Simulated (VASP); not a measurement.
# TlBr (Pm-3m) in VASP: notebook, part 2 of 2

VASP 6.6.1. Earlier steps stand in the parts before.

## Step 4: Elastic constants, PBEsol

This run uses another cell than the first one, of 25.38 Å³/atom.

File INCAR:

```
ALGO     = Normal         # electronic algorithm
EDIFF    = 1E-8           # SCF threshold, eV
ENCUT    = 500            # plane-wave cutoff, eV
GGA      = PS             # functional
GGA_COMPAT= False        
IBRION   = 6              # ionic algorithm
ISIF     = 3              # what is computed and relaxed
ISMEAR   = 0              # smearing method
LASPH    = True           # aspherical terms in the spheres
LCHARG   = False          # write CHGCAR
LREAL    = False          # projectors in reciprocal space
LWAVE    = False          # write WAVECAR
NBANDS   = 17             # bands
NELM     = 120            # most SCF steps
NFREE    = 2            
NSW      = 1              # ionic steps
POTIM    = 0.015          # step
PREC     = Accurate       # precision mode
SIGMA    = 0.01           # smearing width, eV
```

File KPOINTS:

```
k-points
0
Gamma
  6 6 6
```

File POSCAR:

```
TlBr
1.0
    3.7026696142      0.0000000000      0.0000000000
    0.0000000000      3.7026696142      0.0000000000
    0.0000000000      0.0000000000      3.7026696142
Tl Br
1 1
Direct
    0.0000000000      0.0000000000      0.0000000000
    0.5000000000      0.5000000000      0.5000000000
```

Potentials or basis: VASP PAW PBE potentials, release 64 (Tl_d, Br).

The run is started by

```sh
cat potpaw_PBE.64/Tl_d/POTCAR potpaw_PBE.64/Br/POTCAR > POTCAR
mpirun -np 1 vasp_std > vasp.out
```

OUTCAR:

```text
EDIFF = 1E-8
   ENCUT = 500
   GGA = PS
   IBRION = 6
   ISIF = 3
   ISMEAR = 0
   LASPH = True
   LREAL = False
   NELM = 120
   NFREE = 2
   NSW = 1
   POTIM = 0.015
   PREC = Accurate

 ion  position               nearest neighbor table
   1  0.000  0.000  0.000-   2 3.21   2 3.21   2 3.21   2 3.21   2 3.21   2 3.21   2 3.21   2 3.21

   2  0.500  0.500  0.500-   1 3.21   1 3.21   1 3.21   1 3.21   1 3.21   1 3.21   1 3.21   1 3.21

  LATTYP: Found a simple cubic cell.
 ALAT       =     3.7026696142

  Lattice vectors:

 A1 = (   3.7026696142,   0.0000000000,   0.0000000000)
 A2 = (   0.0000000000,   3.7026696142,   0.0000000000)
 A3 = (   0.0000000000,   0.0000000000,   3.7026696142)

Analysis of symmetry for initial positions (statically):
=====================================================================
 Subroutine PRICEL returns:
 Original cell was already a primitive cell.

 Routine SETGRP: Setting up the symmetry group for a
 simple cubic supercell.

 Subroutine GETGRP returns: Found 48 space group operations
 (whereof 48 operations were pure point group operations)
 out of a pool of 48 trial point group operations.

The static configuration has the point symmetry O_h .

Analysis of symmetry for dynamics (positions and initial velocities):
=====================================================================
 Subroutine PRICEL returns:
 Original cell was already a primitive cell.

 Routine SETGRP: Setting up the symmetry group for a
 simple cubic supercell.

 Subroutine GETGRP returns: Found 48 space group operations
 (whereof 48 operations were pure point group operations)
 out of a pool of 48 trial point group operations.

The dynamic configuration has the point symmetry O_h .

 Subroutine INISYM returns: Found 48 space group operations
 (whereof 48 operations are pure point group operations),
 and found     1 'primitive' translations

----------------------------------------------------------------------------------------

                                     Primitive cell

  volume of cell :      50.7627

  direct lattice vectors                    reciprocal lattice vectors
     3.702669614  0.000000000  0.000000000     0.270075406  0.000000000  0.000000000
     0.000000000  3.702669614  0.000000000     0.000000000  0.270075406  0.000000000
     0.000000000  0.000000000  3.702669614     0.000000000  0.000000000  0.270075406

  length of vectors
     3.702669614  3.702669614  3.702669614     0.270075406  0.270075406  0.270075406

  position of ions in fractional coordinates (direct lattice)
     0.000000000  0.000000000  0.000000000
[... 223 lines left out ...]
  FREE ENERGIE OF THE ION-ELECTRON SYSTEM (eV)
  ---------------------------------------------------
  free  energy   TOTEN  =        -5.8233874293 eV

  energy  without entropy=       -5.8233874293  energy(sigma->0) =       -5.82338743

[... ionic steps 4 to 14 ...]

--------------------------------------- Ionic step       15  -------------------------------------------

 number of electron      20.0000003 magnetization

------------------------ aborting loop because EDIFF is reached ----------------------------------------
[... 67 lines left out ...]
--------------------------------------- Ionic step       17  -------------------------------------------

 number of electron      20.0000003 magnetization

 Free energy of the ion-electron system (eV)
  ---------------------------------------------------
  ext. energy  EPLUGINS =         0.00000000
  ---------------------------------------------------
  free energy    TOTEN  =        -5.85919966 eV

  energy without entropy =       -5.85919966  energy(sigma->0) =       -5.85919966

 E-fermi :   5.0239     XC(G=0): -10.2417

 val. band max:        4.9765384070   @ k =   0.0000   0.5000   0.0000
 cond. band min:       5.8527922056   @ k =   0.5000   0.5000   0.5000
 fundamental gap:      0.8762537986
 Fermi energy:         5.0239320747

 k-point     1 :       0.0000    0.0000    0.0000
  band No.  band energies     occupation
      1     -10.3869      2.00000
      2      -5.8165      2.00000
      3      -5.8164      2.00000
      4      -5.4811      2.00000
      5      -5.4811      2.00000
      6      -5.4810      2.00000
[... 457 lines left out ...]
      4      -5.5392      2.00000
      5      -5.5183      2.00000
      6      -5.5039      2.00000
[... 9 lines left out ...]
     16      16.6758      0.00000
     17      16.8763      0.00000

 [... further k-points ...]
[... 5 lines left out ...]
  --------------------------------------------------------------------------------------
  -------------------------------------------------------------------------------------
  Total        2.2100422      2.2104269      2.2104269      0.0000000      0.0000000      0.0000000
  in kB       69.7535418     69.7656846     69.7656846      0.0000000      0.0000000      0.0000000
  external PRESSURE =      69.7616370 kB  Pullay stress =       0.0000000 kB
[... 17 lines left out ...]
  FREE ENERGIE OF THE ION-ELECTRON SYSTEM (eV)
  ---------------------------------------------------
  free  energy   TOTEN  =        -5.8591996615 eV

  energy  without entropy=       -5.8591996615  energy(sigma->0) =       -5.85919966

 INTERNAL STRAIN TENSORS FROM STRAINED CELLS
 ============================================

 INTERNAL STRAIN TENSOR FOR ION    1 for displacements in x,y,z  (eV/Angst):
          X           Y           Z          XY          YZ          ZX
  --------------------------------------------------------------------------------
  x     0.00000     0.00000     0.00000     0.00000     0.00000     0.00000
  y     0.00000     0.00000     0.00000     0.00000     0.00000     0.00000
  z     0.00000     0.00000     0.00000     0.00000     0.00000     0.00000

 INTERNAL STRAIN TENSORS FROM DISPLACED ATOMS
 ============================================

 INTERNAL STRAIN TENSOR FOR ION    1 for displacements in x,y,z  (eV/Angst):
          X           Y           Z          XY          YZ          ZX
  --------------------------------------------------------------------------------
  x     0.00000     0.00000     0.00000     0.00000     0.00000     0.00000
  y     0.00000     0.00000     0.00000     0.00000     0.00000     0.00000
  z     0.00000     0.00000     0.00000     0.00000     0.00000     0.00000

 INTERNAL STRAIN TENSOR FOR ION    2 for displacements in x,y,z  (eV/Angst):
          X           Y           Z          XY          YZ          ZX
  --------------------------------------------------------------------------------
  x     0.00000     0.00000     0.00000     0.00000     0.00000     0.00000
  y     0.00000     0.00000     0.00000     0.00000     0.00000     0.00000
  z     0.00000     0.00000     0.00000     0.00000     0.00000     0.00000

 Eigenvectors and eigenvalues of the dynamical matrix
 ----------------------------------------------------

   1 f  =    2.467827 THz    15.505813 2PiTHz   82.317839 cm-1    10.206107 meV
             X         Y         Z           dx          dy          dz
      0.000000  0.000000  0.000000    -0.531247    0.000000    0.000000
      1.851335  1.851335  1.851335     0.847217    0.000000    0.000000
[... 21 lines left out ...]
   6 f/i=    0.003161 THz     0.019861 2PiTHz    0.105440 cm-1     0.013073 meV
             X         Y         Z           dx          dy          dz
      0.000000  0.000000  0.000000    -0.000000    0.000000   -0.847217
      1.851335  1.851335  1.851335     0.000000    0.000000   -0.531247

--------------------------------------------------------------------------------------------------------

 ELASTIC MODULI CONTR FROM IONIC RELAXATION (kBar)
 Direction    XX          YY          ZZ          XY          YZ          ZX
 --------------------------------------------------------------------------------
 XX           0.0000      0.0000      0.0000      0.0000      0.0000      0.0000
 YY           0.0000      0.0000      0.0000      0.0000      0.0000      0.0000
 ZZ           0.0000      0.0000      0.0000      0.0000      0.0000      0.0000
 XY           0.0000      0.0000      0.0000      0.0000      0.0000      0.0000
 YZ           0.0000      0.0000      0.0000      0.0000      0.0000      0.0000
 ZX           0.0000      0.0000      0.0000      0.0000      0.0000      0.0000
 --------------------------------------------------------------------------------

 TOTAL ELASTIC MODULI (kBar)
 Direction    XX          YY          ZZ          XY          YZ          ZX
 --------------------------------------------------------------------------------
 XX         705.4115    440.0127    440.0127      0.0000      0.0000      0.0000
 YY         440.0127    705.4115    440.0127      0.0000      0.0000     -0.0000
 ZZ         440.0127    440.0127    705.4115      0.0000      0.0000     -0.0000
 XY           0.0000      0.0000      0.0000    282.0812      0.0000      0.0000
 YZ           0.0000      0.0000      0.0000      0.0000    282.0812      0.0000
 ZX           0.0000     -0.0000     -0.0000      0.0000      0.0000    282.0812
 --------------------------------------------------------------------------------
```

It took 10 min on 1 thread of Intel Xeon 8259CL, shared host; peak memory 0.25 GiB.

What came out:

* Elastic constants C11, C12, C44: 71, 44, 28 GPa
* Voigt bulk modulus: 53 GPa
* Highest phonon frequency at Γ, LO-TO splitting left out: 82 cm⁻¹

Phonon frequencies in cm⁻¹ (negative: imaginary):
| q point | frequencies |
| --- | --- |
| (0.000, 0.000, 0.000) | 0 0 0 82 82 82 |

Elastic tensor in Voigt notation (GPa, in the Cartesian axes of the cell as first typed):
```
71 44 44  0  0  0
44 71 44  0  0  0
44 44 71  0  0  0
 0  0  0 28  0  0
 0  0  0  0 28  0
 0  0  0  0  0 28
```

Clamped-ion elastic tensor (GPa):
```
71 44 44  0  0  0
44 71 44  0  0  0
44 44 71  0  0  0
 0  0  0 28  0  0
 0  0  0  0 28  0
 0  0  0  0  0 28
```

Caveat: the cell is under stress, which shifts elastic constants; the PAW data sets were made with another functional, which shifts forces and pressure a little; spin-orbit coupling is left out, which moves the levels of the heavy elements.

## Step 5: Elastic constants, PBEsol

This run uses another cell than the first one, of 26.86 Å³/atom.

File INCAR:

```
PREC     = Accurate       # precision mode
ENCUT    = 500            # plane-wave cutoff, eV
EDIFF    = 1E-8           # SCF threshold, eV
ISMEAR   = 0              # smearing method
SIGMA    = 0.01           # smearing width, eV
LREAL    = F              # projectors in reciprocal space
LASPH    = T              # aspherical terms in the spheres
NELM     = 120            # most SCF steps
ALGO     = Normal         # electronic algorithm
ISIF     = 3              # what is computed and relaxed
LWAVE    = F              # write WAVECAR
LCHARG   = F              # write CHGCAR
GGA      = PS             # functional
NBANDS   = 17             # bands
IBRION   = 6              # ionic algorithm
NFREE    = 2            
POTIM    = 0.015          # step
NSW      = 1              # ionic steps
GGA_COMPAT= F
```

File KPOINTS:

```
regular mesh
0
Gamma
  6 6 6
```

File POSCAR:

```
TlBr
1.0
    3.7730992484      0.0000000000      0.0000000000
    0.0000000000      3.7730992484      0.0000000000
    0.0000000000      0.0000000000      3.7730992484
Tl Br
1 1
Direct
    0.0000000000      0.0000000000      0.0000000000
    0.5000000000      0.5000000000      0.5000000000
```

The run is started by

```sh
cat potpaw_PBE.64/Tl_d/POTCAR potpaw_PBE.64/Br/POTCAR > POTCAR
mpirun -np 1 vasp_std > vasp.out
```

It took 11 min on 1 thread of Intel Xeon 8259CL, shared host; peak memory 0.25 GiB.

It converged, with:

```yaml
Elastic_constants_C11_C12_C44: 60, 34, 21 GPa
Voigt_bulk_modulus: 42 GPa
Highest_phonon_frequency_at_Γ_LO-TO_splitting_left_out: 68 cm⁻¹
```

Phonon frequencies in cm⁻¹ (negative: imaginary):
| q point | frequencies |
| --- | --- |
| (0.000, 0.000, 0.000) | 0 0 0 68 68 68 |

Elastic tensor in Voigt notation (GPa, in the Cartesian axes of the cell as first typed):
```
60 34 34  0  0  0
34 60 34  0  0  0
34 34 60  0  0  0
 0  0  0 21  0  0
 0  0  0  0 21  0
 0  0  0  0  0 21
```

Clamped-ion elastic tensor (GPa):
```
60 34 34  0  0  0
34 60 34  0  0  0
34 34 60  0  0  0
 0  0  0 21  0  0
 0  0  0  0 21  0
 0  0  0  0  0 21
```

Caveat: the cell is under stress, which shifts elastic constants; the PAW data sets were made with another functional, which shifts forces and pressure a little; spin-orbit coupling is left out, which moves the levels of the heavy elements.

## Step 6: Elastic constants, PBEsol

This run uses another cell than the first one, of 28.18 Å³/atom.

File INCAR:

```
  ALGO = Normal
  EDIFF = 1E-8
  ENCUT = 500
  GGA = PS
  GGA_COMPAT = False
  IBRION = 6
  ISIF = 3
  ISMEAR = 0
  LASPH = True
  LCHARG = False
  LREAL = False
  LWAVE = False
  NBANDS = 17
  NELM = 120
  NFREE = 2
  NSW = 1
  POTIM = 0.015
  PREC = Accurate
  SIGMA = 0.01
```

File KPOINTS:

```
k-points
0
Gamma
  6 6 6
```

File POSCAR:

```
TlBr
1.0
    3.8340344499      0.0000000000      0.0000000000
    0.0000000000      3.8340344499      0.0000000000
    0.0000000000      0.0000000000      3.8340344499
Tl Br
1 1
Direct
    0.0000000000      0.0000000000      0.0000000000
    0.5000000000      0.5000000000      0.5000000000
```

Potentials or basis: VASP PAW PBE potentials, release 64 (Tl_d, Br).

The run is started by

```sh
cat potpaw_PBE.64/Tl_d/POTCAR potpaw_PBE.64/Br/POTCAR > POTCAR
mpirun -np 1 vasp_std > vasp.out
```

OUTCAR:

```text
EDIFF = 1E-8
   ENCUT = 500
   GGA = PS
   IBRION = 6
   ISIF = 3
   ISMEAR = 0
   LASPH = True
   LREAL = False
   NELM = 120
   NFREE = 2
   NSW = 1
   POTIM = 0.015
   PREC = Accurate

 ion  position               nearest neighbor table
   1  0.000  0.000  0.000-   2 3.32   2 3.32   2 3.32   2 3.32   2 3.32   2 3.32   2 3.32   2 3.32
[... 927 lines left out ...]
             X         Y         Z           dx          dy          dz
      0.000000  0.000000  0.000000     0.524940   -0.000000    0.000000
      1.917017  1.917017  1.917017    -0.851139    0.000000    0.000000
[... 21 lines left out ...]
   6 f/i=    0.010375 THz     0.065187 2PiTHz    0.346069 cm-1     0.042907 meV
             X         Y         Z           dx          dy          dz
      0.000000  0.000000  0.000000    -0.000000   -0.000000    0.851139
      1.917017  1.917017  1.917017     0.000000    0.000000    0.524940

--------------------------------------------------------------------------------------------------------

 ELASTIC MODULI CONTR FROM IONIC RELAXATION (kBar)
 Direction    XX          YY          ZZ          XY          YZ          ZX
 --------------------------------------------------------------------------------
 XX           0.0000      0.0000      0.0000      0.0000      0.0000      0.0000
 YY           0.0000      0.0000      0.0000      0.0000      0.0000      0.0000
 ZZ           0.0000      0.0000      0.0000      0.0000      0.0000      0.0000
 XY           0.0000      0.0000      0.0000      0.0000      0.0000      0.0000
 YZ           0.0000      0.0000      0.0000      0.0000      0.0000      0.0000
 ZX           0.0000      0.0000      0.0000      0.0000      0.0000      0.0000
 --------------------------------------------------------------------------------

 TOTAL ELASTIC MODULI (kBar)
 Direction    XX          YY          ZZ          XY          YZ          ZX
 --------------------------------------------------------------------------------
 XX         519.9951    264.9335    264.9335      0.0000      0.0000      0.0000
 YY         264.9335    519.9951    264.9335     -0.0000      0.0000      0.0000
 ZZ         264.9335    264.9335    519.9951     -0.0000      0.0000      0.0000
 XY           0.0000     -0.0000     -0.0000    157.1848      0.0000      0.0000
 YZ           0.0000      0.0000      0.0000      0.0000    157.1848      0.0000
 ZX           0.0000      0.0000      0.0000      0.0000      0.0000    157.1848
 --------------------------------------------------------------------------------
```

OSZICAR:

```text
N       E                     dE             d eps       ncg     rms          rms(c)
DAV:   1     0.998752374446E+02    0.99875E+02   -0.97854E+03   696   0.101E+03
DAV:   2    -0.245576805124E+01   -0.10233E+03   -0.98762E+02   874   0.225E+02
[... 187 lines left out ...]
DAV:   2    -0.600886211472E+01   -0.25436E-02   -0.26215E-02  1497   0.781E-01    0.506E-02
DAV:   3    -0.600882730539E+01    0.34809E-04   -0.10188E-04  1637   0.625E-02    0.341E-02
DAV:   4    -0.600881367080E+01    0.13635E-04   -0.89256E-05  1439   0.455E-02    0.116E-02
DAV:   5    -0.600881473531E+01   -0.10645E-05   -0.13438E-05  1435   0.175E-02    0.413E-03
DAV:   6    -0.600881490526E+01   -0.16995E-06   -0.65993E-07  1637   0.482E-03    0.231E-03
DAV:   7    -0.600881480585E+01    0.99407E-07   -0.25418E-07  1512   0.274E-03    0.627E-04
DAV:   8    -0.600881480921E+01   -0.33569E-08   -0.40570E-08  1452   0.925E-04
  17 F= -.60088148E+01 E0= -.60088148E+01  d E =-.441638E-50
```

stdout:

```text
POSCAR found type information on POSCAR TlBr
 POSCAR found :  2 types and       2 ions
 scaLAPACK will be used
 -----------------------------------------------------------------------------
|                                                                             |
|                                                                             |
|     You enforced a specific xc type in the INCAR file but a different       |
|     I HOPE YOU KNOW WHAT YOU ARE DOING!                                     |
|                                                                             |
[... 33 lines left out ...]
 Finite differences progress:
 bond charge predicted
 Finite differences progress:
 bond charge predicted
 Finite differences progress:
 bond charge predicted
 Finite differences progress:
 bond charge predicted
 Finite differences progress:
 bond charge predicted
 Finite differences progress:
```

It took 12 min on 1 thread of Intel Xeon 8259CL, shared host; peak memory 0.26 GiB.

What came out:

| Property | Result |
| --- | --- |
| Elastic constants C11, C12, C44 | 52, 26, 16 GPa |
| Voigt bulk modulus | 35 GPa |
| Highest phonon frequency at Γ, LO-TO splitting left out | 56 cm⁻¹ |

Phonon frequencies in cm⁻¹ (negative: imaginary):
```tsv
q point	frequencies
(0.000, 0.000, 0.000)	0 0 0 56 56 56
```

Elastic tensor in Voigt notation (GPa, in the Cartesian axes of the cell as first typed):
```
52 26 26  0  0  0
26 52 26  0  0  0
26 26 52  0  0  0
 0  0  0 16  0  0
 0  0  0  0 16  0
 0  0  0  0  0 16
```

Clamped-ion elastic tensor (GPa):
```
52 26 26  0  0  0
26 52 26  0  0  0
26 26 52  0  0  0
 0  0  0 16  0  0
 0  0  0  0 16  0
 0  0  0  0  0 16
```

Caveat: the cell is under stress, which shifts elastic constants; the PAW data sets were made with another functional, which shifts forces and pressure a little; spin-orbit coupling is left out, which moves the levels of the heavy elements.
